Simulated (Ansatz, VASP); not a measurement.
# Ta in VASP and in Ansatz

INCAR

```
SYSTEM = Ta
PREC = Accurate
ENCUT = 520
EDIFF = 1E-6
ISMEAR = 0
SIGMA = 0.15
LREAL = .False.
LASPH = .True.
NELM = 80
ALGO = Fast
ISIF = 2
LWAVE = .False.
LCHARG = .False.
GGA = PS
NBANDS = 12
```

Contents of KPOINTS:

```
regular mesh
0
Gamma
  20 20 20
  0 0 0
```

File POSCAR:

```
Ta
1.0
   -1.6471518000      1.6512800000      1.6471518000
    1.6554082000     -1.6512800000      1.6554082000
    1.6471518000      1.6512800000     -1.6471518000
Ta
1
Direct
    0.0000000000      0.0000000000      0.0000000000
```

Input for Ansatz:

```yaml
crystal:
  lattice:
    - [-1.6471518, 1.65128, 1.6471518]
    - [1.6554082, -1.65128, 1.6554082]
    - [1.6471518, 1.65128, -1.6471518]
  atoms:
    - { symbol: Ta, position: [0.0, 0.0, 0.0] }
basis:
  ecutwfc: 420
kpoints:
  mp_grid: { grid: [20, 20, 20] }
hamiltonian:
  xc: pbesol
scf:
  occupations: { method: gaussian, width: 0.15 }
output:
  forces: true
  stress: true
  eigenvalues: true
```

Change from the starting cell: strain +0.0050 x Voigt [0, 0, 0, 0, 1, 0], atoms carried along.

Alike in both runs: task single point; functional PBEsol; k mesh 20 × 20 × 20; occupations gaussian, width 0.15 eV; no spin polarisation.

|  | VASP | Ansatz |
| --- | --- | --- |
| version | VASP 6.6.1 | Ansatz 0.2.0 |
| potentials or method | VASP PAW PBE potentials, release 64 (Ta_pv), cutoff 520 eV | scalar-relativistic, plane waves, PAW |
| valence electrons in the cell | 11 | 13 |

|  | VASP | Ansatz | Ansatz less VASP |
| --- | --- | --- | --- |
| gap on the k mesh at the Fermi level (eV) | none | none | - |
| pressure (GPa) | -3.6 | -3.8 | -0.17 |
| traceless stress, the component that is largest in VASP (GPa) | -0.38 | -0.38 | -0.001 |

VASP's potentials were made for PBE, not for PBEsol. A gap of «none» marks a metal or a gap that the smearing closes. VASP's potentials hold 11 valence electrons a cell and Ansatz's 13, so a difference there can come from the potentials and not from the codes.

Neither program's run includes spin-orbit coupling.
